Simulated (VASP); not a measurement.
Write the native input for VASP 6.6.1 that does the following.

| Item | Value |
| --- | --- |
| Task | single point |
| Functional | LDA |
| Potentials or basis | VASP PAW LDA potentials, release 64 (Al, N) |
| Cutoff | 520 eV |
| k mesh | 10 × 10 × 10 |
| Occupations | gaussian, width 0.02 eV |
| Spin | no spin polarisation |
| Dipole correction | no |
| Further INCAR settings | ALGO = Normal; EDIFF = 1e-06; NBANDS = 11 |

The structure of AlN (klda) lies in POSCAR:

```
AlN
1.0
    0.0000000000      2.1710505102      2.1710505102
    2.1710505102      0.0000000000      2.1710505102
    2.1710505102      2.1710505102      0.0000000000
Al N
1 1
Direct
    0.0000000000      0.0000000000      0.0000000000
    0.2500000000      0.2500000000      0.2500000000
```

One way to write it, as run:

INCAR

```
PREC = Accurate
ENCUT = 520
EDIFF = 1E-6
ISMEAR = 0
SIGMA = 0.02
LREAL = False
LASPH = True
NELM = 80
ALGO = Normal
ISIF = 2
LWAVE = False
LCHARG = False
GGA = CA
NBANDS = 11
```

KPOINTS

```
Automatic mesh
0
Gamma
  10 10 10
```

Potentials or basis: VASP PAW LDA potentials, release 64 (Al, N).

Command:

```sh
$ cat potpaw_LDA.64/Al/POTCAR potpaw_LDA.64/N/POTCAR > POTCAR
$ mpirun -np 1 vasp_std > vasp.out
```

It gave:

```yaml
Pressure: 0.7 GPa
Band_gap_on_the_k_mesh: 3.23 eV, indirect (least direct gap 4.39 eV)
```

It took 5.5 s on 1 thread of Intel(R) Xeon(R) Platinum 8488C (Sapphire Rapids), with other jobs on the host, peak memory 0.12 GiB.
